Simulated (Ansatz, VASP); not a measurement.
# Two plane-wave programs on Re

```
Re
1.0
     0.00000    2.10795    1.71566
     2.10795    0.00000    1.71566
     2.10795    2.10795    0.00000
Re
1
Cartesian
  0.0000 0.0000 0.0000
```

Alike in both runs: task single point; functional PBE; k mesh 10 × 10 × 10; occupations gaussian, width 0.15 eV; no spin polarisation.

|  | VASP | Ansatz |
| --- | --- | --- |
| version | VASP 6.6.1 | Ansatz 0.2.0 |
| potentials or method | VASP PAW PBE potentials, release 64 (Re), cutoff 520 eV | scalar-relativistic, plane waves, PAW |
| valence electrons in the cell | 7 | 15 |

Ansatz gave:

```
gap on the k mesh at the Fermi level (eV)                     : none
pressure (GPa)                                                : -2.9
traceless stress, the component that is largest in VASP (GPa) : 10.53
```

**Question.** Which values does VASP return?

**Answer.** gap on the k mesh at the Fermi level (eV): none; pressure (GPa): -3.5; traceless stress, the component that is largest in VASP (GPa): 10.99.

A gap of «none» marks a metal or a gap that the smearing closes. With one functional, cell and mesh, what is left measures potentials, basis and numerics. VASP's potentials hold 7 valence electrons a cell and Ansatz's 15, so a difference there can come from the potentials and not from the codes.

Spin-orbit coupling is off throughout.
